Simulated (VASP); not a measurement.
Runs of VASP 6.6.1 on AgB2. The structure is that of space group P6/mmm (No. 191), or close to it. The cells are those of the table. 

```csv
cell,gap on the mesh (eV),pressure (GPa)
"a = 3.009, b = 3.009, c = 3.944 Å, angles 90.0, 90.0, 120.0°, 3 atoms",none,(a)
"a = 2.912, b = 2.912, c = 3.665 Å, angles 90.0, 90.0, 120.0°, 3 atoms",none,30.0
"a = 2.953, b = 2.953, c = 3.784 Å, angles 90.0, 90.0, 120.0°, 3 atoms",none,15.0
"a = 2.879, b = 2.879, c = 3.571 Å, angles 90.0, 90.0, 120.0°, 3 atoms",none,45.1
```

Alike in all rows: task single point; level PBEsol; potentials or basis VASP PAW PBE potentials, release 64 (Ag, B); no spin polarisation; k mesh 8 × 8 × 4; cutoff (eV) 520; smearing fermi-dirac 0.05 eV.

Q: Estimate the missing entries.

A: (a) 0.0.

Caveats: all runs use coarse meshes; the PAW data sets were made with another functional, which shifts forces and pressure a little.

A k mesh can miss the band edges, and the runs leave out spin-orbit coupling on Ag.

A gap of «none» marks levels without a gap at the run's occupations.
